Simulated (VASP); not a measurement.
Here is a VASP 6.6.1 calculation.

Contents of INCAR:

```
SYSTEM = Sn
PREC = Accurate
ENCUT = 520
EDIFF = 1E-6
ISMEAR = -1
SIGMA = 0.1
LREAL = .FALSE.
LASPH = .TRUE.
NELM = 100
ALGO = Normal
ISIF = 2
LWAVE = .FALSE.
LCHARG = .TRUE.
GGA = RP
LELF = .TRUE.
LVHAR = .TRUE.
NBANDS = 28
```

The input KPOINTS:

```
Automatic mesh
0
G
  8 8 11
  0 0 0
```

The input POSCAR:

```
Sn
1.0
    5.2371102848      0.0000000000      0.0000000000
   -2.6185551424      4.5354705490      0.0000000000
    0.0000000000      0.0000000000      3.1925882770
Sn
3
Direct
    1.0000000000      0.0000000000      0.0000000000
    0.3333333333      0.6666666667      0.5000000000
    0.6666666667      0.3333333333      0.5000000000
```

Potentials or basis: VASP PAW PBE potentials, release 64 (Sn_d).

Run with:

```bash
$ cat potpaw_PBE.64/Sn_d/POTCAR > POTCAR
$ mpirun -np 1 vasp_std > vasp.out
```

Problem. What does it give for the band gap on the k mesh?

Solution. Zero (band 21 reaches 10.87 eV, above the bottom of band 22 at 6.43 eV).

Problem. Predict the pressure.

Solution. 7.7 GPa.

Stress tensor (GPa, compression positive):
```
8.95 0.00 0.00
0.00 8.95 0.00
0.00 0.00 5.25
```

Caveat: the PAW data sets were made with another functional, which shifts forces and pressure a little; spin-orbit coupling is left out, which moves the levels of the heavy elements.
